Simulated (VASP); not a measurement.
# Pt (Fm-3m) in VASP: further runs

The runs below take Pt through single point, with PBE.

Program: VASP 6.6.1. These are calculated values, not measurements. Logs are shortened: lines on timing, memory, paths and dates and some standing lists are left out, and cuts for length are marked.

### 1 The cell of the first run

The structure is cubic, space group Fm-3m (No. 225). Conventional cell: a = 3.944 Å, b = 3.944 Å, c = 3.944 Å, α = 90.00°, β = 90.00°, γ = 90.00°. Within 3.7 Å of Pt (site symmetry m-3m) lie 12 Pt at 2.79 Å.

### 2 Single point, PBE

INCAR reads:

```
ALGO = Normal
EDIFF = 1E-6
ENCUT = 520
GGA = PE
ISIF = 2
ISMEAR = -1
LASPH = T
LCHARG = T
LELF = T
LREAL = F
LVHAR = T
LWAVE = F
NBANDS = 11
NELM = 80
PREC = Accurate
SIGMA = 0.06122561905347299
```

KPOINTS reads:

```
k-points
0
Gamma
  47 47 47
```

POSCAR reads:

```
Pt
1.0
    0.0000000000      1.9722192362      1.9722192362
    1.9722192362      0.0000000000      1.9722192362
    1.9722192362      1.9722192362      0.0000000000
Pt
1
Direct
    0.0000000000      0.0000000000      0.0000000000
```

Potentials or basis: VASP PAW PBE potentials, release 64 (Pt).

On the command line:

```sh
$ cat potpaw_PBE.64/Pt/POTCAR > POTCAR
$ mpirun -np 1 vasp_std > vasp.out
```

OUTCAR:

```text
EDIFF = 1E-6
   ENCUT = 520
   GGA = PE
   ISIF = 2
   ISMEAR = -1
   LASPH = T
   LREAL = F
   NELM = 80
   PREC = Accurate

 ion  position               nearest neighbor table
   1  0.000  0.000  0.000-

  LATTYP: Found a face centered cubic cell.
 ALAT       =     3.9444384724

  Lattice vectors:

 A1 = (   0.0000000000,   1.9722192362,   1.9722192362)
 A2 = (   1.9722192362,   0.0000000000,   1.9722192362)
 A3 = (   1.9722192362,   1.9722192362,   0.0000000000)

Analysis of symmetry for initial positions (statically):
=====================================================================
 Subroutine PRICEL returns:
 Original cell was already a primitive cell.

 Routine SETGRP: Setting up the symmetry group for a
 face centered cubic supercell.

 Subroutine GETGRP returns: Found 48 space group operations
 (whereof 48 operations were pure point group operations)
 out of a pool of 48 trial point group operations.

The static configuration has the point symmetry O_h .

Analysis of symmetry for dynamics (positions and initial velocities):
=====================================================================
 Subroutine PRICEL returns:
 Original cell was already a primitive cell.

 Routine SETGRP: Setting up the symmetry group for a
 face centered cubic supercell.

 Subroutine GETGRP returns: Found 48 space group operations
 (whereof 48 operations were pure point group operations)
 out of a pool of 48 trial point group operations.

The dynamic configuration has the point symmetry O_h .

 Subroutine INISYM returns: Found 48 space group operations
 (whereof 48 operations are pure point group operations),
 and found     1 'primitive' translations

----------------------------------------------------------------------------------------

                                     Primitive cell

  volume of cell :      15.3425

  direct lattice vectors                    reciprocal lattice vectors
     0.000000000  1.972219236  1.972219236    -0.253521511  0.253521511  0.253521511
     1.972219236  0.000000000  1.972219236     0.253521511 -0.253521511  0.253521511
     1.972219236  1.972219236  0.000000000     0.253521511  0.253521511 -0.253521511

  length of vectors
     2.789139192  2.789139192  2.789139192     0.439112137  0.439112137  0.439112137

  position of ions in fractional coordinates (direct lattice)
     0.000000000  0.000000000  0.000000000

  ion indices of the primitive-cell ions
   primitive index   ion index
                 1           1

----------------------------------------------------------------------------------------

 KPOINTS: k-points

Automatic generation of k-mesh.
 Grid dimensions read from file:
 generate k-points for:   47   47   47

 Generating k-lattice:

  Cartesian coordinates                     Fractional coordinates (reciprocal lattice)
    -0.005394075  0.005394075  0.005394075     0.021276596  0.000000000  0.000000000
     0.005394075 -0.005394075  0.005394075     0.000000000  0.021276596  0.000000000
     0.005394075  0.005394075 -0.005394075     0.000000000  0.000000000  0.021276596

  Length of vectors
     0.009342811  0.009342811  0.009342811

  Shift w.r.t. Gamma in fractional coordinates (k-lattice)
     0.000000000  0.000000000  0.000000000

 Subroutine IBZKPT returns following result:
 ===========================================

 Found   2600 irreducible k-points:

 Following reciprocal coordinates:
            Coordinates               Weight
  0.000000  0.000000  0.000000      1.000000
  0.021277  0.000000  0.000000      8.000000
  0.042553  0.000000  0.000000      8.000000
  0.063830  0.000000  0.000000      8.000000
  0.085106  0.000000  0.000000      8.000000
  0.106383  0.000000  0.000000      8.000000
[... 16 lines left out ...]
  0.468085  0.000000  0.000000      8.000000
  0.489362  0.000000  0.000000      8.000000
 [... further k-points ...]
   k-points           NKPTS =   2600   k-points in BZ     NKDIM =   2600   number of bands    NBANDS=     11
   number of dos      NEDOS =    301   number of ions     NIONS =      1
   total plane-waves  NPLWV =  13824
   dimension x,y,z NGX =    24 NGY =   24 NGZ =   24
   dimension x,y,z NGXF=    48 NGYF=   48 NGZF=   48
   ions per type =               1
   NGX,Y,Z   is equivalent  to a cutoff of  14.31, 14.31, 14.31 a.u.
   NGXF,Y,Z  is equivalent  to a cutoff of  28.61, 28.61, 28.61 a.u.
 SYSTEM =  unknown system
   PREC   = accura    normal or accurate (medium, high low for compatibility)
   ISTART =      0    job   : 0-new  1-cont  2-samecut
   ICHARG =      2    charge: 1-file 2-atom 10-const
   ISPIN  =      1    spin polarized calculation?
   LNONCOLLINEAR =      F non collinear calculations
   LSORBIT =      F    spin-orbit coupling
   LASPH  =      T    aspherical Exc in radial PAW
   ENCUT  =  520.0 eV  38.22 Ry    6.18 a.u.   5.19  5.19  5.19*2*pi/ulx,y,z
   NELM   =     80;   NELMIN=  2; NELMDL= -5     # of ELM steps
   EDIFF  = 0.1E-05   stopping-criterion for ELM
   LREAL  =      F    real-space projection
   EDIFFG = 0.1E-04   stopping-criterion for IOM
   NSW    =      0    number of steps for IOM
   IBRION =     -1    ionic relax: 0-MD 1-quasi-New 2-CG
   NFREE  =      0    steps in history (QN), initial steepest desc. (CG)
   ISIF   =      2    stress and relaxation
   ISYM   =      2    0-nonsym 1-usesym 2-fastsym
   POTIM  = 0.5000    time-step for ionic-motion
   TEBEG  =    0.0;   TEEND  =   0.0 temperature during run
   PSTRESS=    0.0 pullay stress
   NELECT =      10.0000    total number of electrons
   NUPDOWN=      -1.0000    fix difference up-down
   EMIN   =  10.00;   EMAX   =-10.00  energy-range for DOS
   EFERMI =   0.00;   METHOD = LEGACY
   ISMEAR =    -1;   SIGMA  =   0.06  broadening in eV -4-tet -1-fermi 0-gaus
   EFERMI_NEDOS =   21; number of points for ismear=-14 and -15
   IALGO  =     38    algorithm
   IMIX   =      4    mixing-type and parameters
     AMIX     =   0.40;   BMIX     =  1.00
     AMIX_MAG =   1.60;   BMIX_MAG =  1.00
  volume/ion in A,a.u.               =      15.34       103.54
  Fermi-wavevector in a.u.,A,eV,Ry     =   1.419416  2.682307 27.412219  2.014741
  Thomas-Fermi vector in A             =   2.540439
   LORBIT       =      0    0 simple, 1 ext, 2 COOP (PROOUT), +10 PAW based schemes
   GGA     = PE    functional components
   LHFCALC =     F    Hartree Fock is set to
   AEXX    =    0.0000 exact exchange contribution
   IVDW    =     0    specifies the selected vdW correction
   LEPSILON=     F    determine dielectric tensor
   LRPA    =     F    only Hartree local field effects (RPA)
 non-spin polarized calculation
  energy-cutoff  :      520.00
  volume of cell :       15.34
 maximum number of plane-waves:       428
 NGX is ok and might be reduce to    24
   NGX = 11   NGY = 11   NGZ = 11

 number of electron      10.0000001 magnetization

 Free energy of the ion-electron system (eV)
  ---------------------------------------------------
  ext. energy  EPLUGINS =         0.00000000
  ---------------------------------------------------
  free energy    TOTEN  =        -6.10617484 eV

  energy without entropy =       -6.08301671  energy(sigma->0) =       -6.09459577

 E-fermi :  10.9353     XC(G=0): -13.3875

 val. band max:       10.9351944595   @ k =   0.4681   0.0000   0.0000
 cond. band min:      10.9356262472   @ k =  -0.4681   0.2553   0.0638
 fundamental gap:      0.0004317877
 Fermi energy:        10.9353406811

 k-point     1 :       0.0000    0.0000    0.0000
  band No.  band energies     occupation
      1       0.9131      2.00000
      2       7.2537      2.00000
      3       7.2537      2.00000
      4       7.2537      2.00000
      5       9.3486      2.00000
      6       9.3486      2.00000
      7      25.6241      0.00000
      8      30.4934      0.00000
      9      30.4934      0.00000
     10      30.4934      0.00000
     11      35.7750      0.00000

 k-point     2 :       0.0213    0.0000    0.0000
  band No.  band energies     occupation
      1       0.9312      2.00000
      2       7.2455      2.00000
      3       7.2610      2.00000
      4       7.2610      2.00000
      5       9.3443      2.00000
      6       9.3443      2.00000
      7      25.6523      0.00000
      8      30.3835      0.00000
      9      30.5209      0.00000
     10      30.5209      0.00000
     11      35.8973      0.00000

 k-point     3 :       0.0426    0.0000    0.0000
  band No.  band energies     occupation
      1       0.9851      2.00000
      2       7.2213      2.00000
      3       7.2825      2.00000
      4       7.2825      2.00000
      5       9.3321      2.00000
      6       9.3321      2.00000
      7      25.7360      0.00000
      8      30.0810      0.00000
      9      30.6030      0.00000
     10      30.6030      0.00000
     11      36.2305      0.00000

 k-point     4 :       0.0638    0.0000    0.0000
  band No.  band energies     occupation
      1       1.0744      2.00000
      2       7.1828      2.00000
      3       7.3172      2.00000
      4       7.3172      2.00000
      5       9.3135      2.00000
      6       9.3135      2.00000
      7      25.8718      0.00000
      8      29.6438      0.00000
      9      30.7385      0.00000
     10      30.7385      0.00000
     11      36.6904      0.00000
[... 239 lines left out ...]
 k-point    22 :       0.4468    0.0000    0.0000
  band No.  band energies     occupation
      1       3.7901      2.00000
      2       7.2219      2.00000
      3       7.2219      2.00000
      4      10.0124      2.00000
      5      10.8694      1.49193
      6      10.8694      1.49193
      7      17.3409      0.00000
      8      25.3094      0.00000
      9      30.0642      0.00000
     10      30.0642      0.00000
     11      38.7018      0.00000

 k-point    23 :       0.4681    0.0000    0.0000
  band No.  band energies     occupation
      1       3.7911      2.00000
      2       7.2030      2.00000
      3       7.2030      2.00000
      4      10.3322      1.99989
      5      10.9352      1.00120
      6      10.9352      1.00119
      7      16.9125      0.00000
      8      25.2303      0.00000
      9      29.8967      0.00000
     10      29.8967      0.00000
     11      38.9224      0.00000

 k-point    24 :       0.4894    0.0000    0.0000
  band No.  band energies     occupation
      1       3.7910      2.00000
      2       7.1934      2.00000
      3       7.1934      2.00000
      4      10.5115      1.99803
      5      10.9688      0.73338
      6      10.9688      0.73338
      7      16.6790      0.00000
      8      25.1907      0.00000
      9      29.8121      0.00000
     10      29.8121      0.00000
     11      39.0370      0.00000

 [... further k-points ...]
[... 5 lines left out ...]
  --------------------------------------------------------------------------------------
  -------------------------------------------------------------------------------------
  Total        0.4471451      0.4471451      0.4471451      0.0000000     -0.0000000      0.0000000
  in kB       46.6942596     46.6942596     46.6942596      0.0000000     -0.0000000      0.0000000
  external PRESSURE =      46.6942596 kB  Pullay stress =       0.0000000 kB

 VOLUME and BASIS-vectors are now :
 -----------------------------------------------------------------------------
  energy-cutoff  :      520.00
  volume of cell :       15.34
      direct lattice vectors                 reciprocal lattice vectors
     0.000000000  1.972219236  1.972219236    -0.253521511  0.253521511  0.253521511
     1.972219236  0.000000000  1.972219236     0.253521511 -0.253521511  0.253521511
     1.972219236  1.972219236  0.000000000     0.253521511  0.253521511 -0.253521511

 POSITION                                       TOTAL-FORCE (eV/Angst)
 -----------------------------------------------------------------------------------
      0.00000      0.00000      0.00000        -0.000000      0.000000     -0.000000
 -----------------------------------------------------------------------------------
    total drift:                               -0.000000     -0.000000     -0.000000

  FREE ENERGIE OF THE ION-ELECTRON SYSTEM (eV)
  ---------------------------------------------------
  free  energy   TOTEN  =        -6.1061748433 eV

  energy  without entropy=       -6.0830167066  energy(sigma->0) =       -6.09459577
```

It took 6.3 min on 1 thread of Oxide Virtual Turin-like, shared host; peak memory 0.5 GiB.

What came out:

| Quantity | Value |
| --- | --- |
| Free energy | -6.1062 eV |
| Pressure | 4.7 GPa |
| Band gap on the k mesh | zero (bands 5 and 6 overlap by 2.16 eV) |

Levels at points of the mesh, in eV from the Fermi level:
```
           k point  band 2  band 3  band 4  band 5  band 6  band 7  band 8  band 9
(0.00, 0.00, 0.00)   -3.68   -3.68   -3.68   -1.59   -1.59   14.69   19.56   19.56
```

Caveat: the cell stands under pressure; spin-orbit coupling is left out, which moves the levels of the heavy elements.

### 3 Single point, PBE

This run uses another cell than the first one, of 15.66 Å³/atom.

INCAR reads:

```
SYSTEM = Pt
PREC = Accurate ; ENCUT = 520
EDIFF = 1E-7 ; ISMEAR = -1
SIGMA = 0.06122561905347299 ; LREAL = .FALSE.
LASPH = .TRUE. ; NELM = 100
ALGO = Normal ; ISIF = 2
LWAVE = .FALSE. ; LCHARG = .FALSE.
GGA = PE ; NBANDS = 11
```

KPOINTS reads:

```
Automatic mesh
0
G
  47 47 47
  0 0 0
```

POSCAR reads:

```
Pt
1.0
    0.0000000000      1.9855454461      1.9855454461
    1.9855454461      0.0000000000      1.9855454461
    1.9855454461      1.9855454461      0.0000000000
Pt
1
Direct
    0.0000000000      0.0000000000      0.0000000000
```

Potentials or basis: VASP PAW PBE potentials, release 64 (Pt).

On the command line:

```sh
$ cat potpaw_PBE.64/Pt/POTCAR > POTCAR
$ mpirun -np 1 vasp_std > vasp.out
```

OUTCAR:

```text
SYSTEM = Pt
   PREC = Accurate
   ENCUT = 520
   EDIFF = 1E-7
   ISMEAR = -1
   LREAL = .FALSE.
   LASPH = .TRUE.
   NELM = 100
   ISIF = 2
   GGA = PE

 ion  position               nearest neighbor table
   1  0.000  0.000  0.000-

  LATTYP: Found a face centered cubic cell.
 ALAT       =     3.9710908922

  Lattice vectors:

 A1 = (   0.0000000000,   1.9855454461,   1.9855454461)
 A2 = (   1.9855454461,   0.0000000000,   1.9855454461)
 A3 = (   1.9855454461,   1.9855454461,   0.0000000000)

Analysis of symmetry for initial positions (statically):
=====================================================================
 Subroutine PRICEL returns:
 Original cell was already a primitive cell.

 Routine SETGRP: Setting up the symmetry group for a
 face centered cubic supercell.

 Subroutine GETGRP returns: Found 48 space group operations
 (whereof 48 operations were pure point group operations)
 out of a pool of 48 trial point group operations.

The static configuration has the point symmetry O_h .

Analysis of symmetry for dynamics (positions and initial velocities):
=====================================================================
 Subroutine PRICEL returns:
 Original cell was already a primitive cell.

 Routine SETGRP: Setting up the symmetry group for a
 face centered cubic supercell.

 Subroutine GETGRP returns: Found 48 space group operations
 (whereof 48 operations were pure point group operations)
 out of a pool of 48 trial point group operations.

The dynamic configuration has the point symmetry O_h .

 Subroutine INISYM returns: Found 48 space group operations
 (whereof 48 operations are pure point group operations),
 and found     1 'primitive' translations

----------------------------------------------------------------------------------------

                                     Primitive cell

  volume of cell :      15.6556

[... 106 lines left out ...]
     AMIX_MAG =   1.60;   BMIX_MAG =  1.00
  volume/ion in A,a.u.               =      15.66       105.65
  Fermi-wavevector in a.u.,A,eV,Ry     =   1.409889  2.664304 27.045494  1.987788
  Thomas-Fermi vector in A             =   2.531899
   LORBIT       =      0    0 simple, 1 ext, 2 COOP (PROOUT), +10 PAW based schemes
   GGA     = PE    functional components
   LHFCALC =     F    Hartree Fock is set to
   AEXX    =    0.0000 exact exchange contribution
   IVDW    =     0    specifies the selected vdW correction
   LEPSILON=     F    determine dielectric tensor
   LRPA    =     F    only Hartree local field effects (RPA)
 non-spin polarized calculation
  energy-cutoff  :      520.00
  volume of cell :       15.66
 maximum number of plane-waves:       444
 NGX is ok and might be reduce to    24
   NGX = 11   NGY = 11   NGZ = 11

 number of electron      10.0000002 magnetization

 Free energy of the ion-electron system (eV)
  ---------------------------------------------------
  ext. energy  EPLUGINS =         0.00000000
  ---------------------------------------------------
  free energy    TOTEN  =        -6.11032663 eV

  energy without entropy =       -6.08644328  energy(sigma->0) =       -6.09838496

 E-fermi :  10.5566     XC(G=0): -13.2667

 val. band max:       10.5563952854   @ k =  -0.3191   0.4043   0.1064
 cond. band min:      10.5570557041   @ k =   0.4468   0.0213   0.0000
 fundamental gap:      0.0006604187
 Fermi energy:        10.5566008340

 k-point     1 :       0.0000    0.0000    0.0000
  band No.  band energies     occupation
      1       0.7580      2.00000
      2       6.9954      2.00000
      3       6.9954      2.00000
      4       6.9954      2.00000
      5       9.0212      2.00000
      6       9.0212      2.00000
      7      25.2972      0.00000
      8      30.0528      0.00000
      9      30.0528      0.00000
     10      30.0528      0.00000
     11      35.2619      0.00000
[... 309 lines left out ...]
 k-point    24 :       0.4894    0.0000    0.0000
  band No.  band energies     occupation
      1       3.6185      2.00000
      2       6.9393      2.00000
      3       6.9393      2.00000
      4      10.2161      1.99234
      5      10.5866      0.75976
      6      10.5866      0.75976
      7      16.1502      0.00000
      8      24.8573      0.00000
      9      29.2918      0.00000
     10      29.2918      0.00000
     11      38.3119      0.00000

 [... further k-points ...]
[... 5 lines left out ...]
  --------------------------------------------------------------------------------------
  -------------------------------------------------------------------------------------
  Total       -0.0565071     -0.0565071     -0.0565071      0.0000000      0.0000000      0.0000000
  in kB       -5.7828830     -5.7828830     -5.7828830      0.0000000      0.0000000      0.0000000
  external PRESSURE =      -5.7828830 kB  Pullay stress =       0.0000000 kB

 VOLUME and BASIS-vectors are now :
 -----------------------------------------------------------------------------
  energy-cutoff  :      520.00
  volume of cell :       15.66
      direct lattice vectors                 reciprocal lattice vectors
     0.000000000  1.985545446  1.985545446    -0.251819973  0.251819973  0.251819973
     1.985545446  0.000000000  1.985545446     0.251819973 -0.251819973  0.251819973
     1.985545446  1.985545446  0.000000000     0.251819973  0.251819973 -0.251819973

 POSITION                                       TOTAL-FORCE (eV/Angst)
 -----------------------------------------------------------------------------------
      0.00000      0.00000      0.00000        -0.000000     -0.000000      0.000000
 -----------------------------------------------------------------------------------
    total drift:                               -0.000000     -0.000000     -0.000000

  FREE ENERGIE OF THE ION-ELECTRON SYSTEM (eV)
  ---------------------------------------------------
  free  energy   TOTEN  =        -6.1103266330 eV

  energy  without entropy=       -6.0864432789  energy(sigma->0) =       -6.09838496
```

Run time: 6.5 min. Hardware: 1 thread of Oxide Virtual Turin-like, shared host; peak memory 0.51 GiB.

Results:

```yaml
Free_energy: -6.1103 eV
Pressure: -0.6 GPa
Band_gap_on_the_k_mesh: zero (bands 5 and 6 overlap by 2.09 eV)
```

Levels at points of the mesh, in eV from the Fermi level:
```
           k point  band 3  band 4  band 5  band 6  band 7  band 8
(0.00, 0.00, 0.00)   -3.56   -3.56   -1.54   -1.54   14.74   19.50
```

Caveat: spin-orbit coupling is left out, which moves the levels of the heavy elements.

(Part 1 of 2 ends here.)
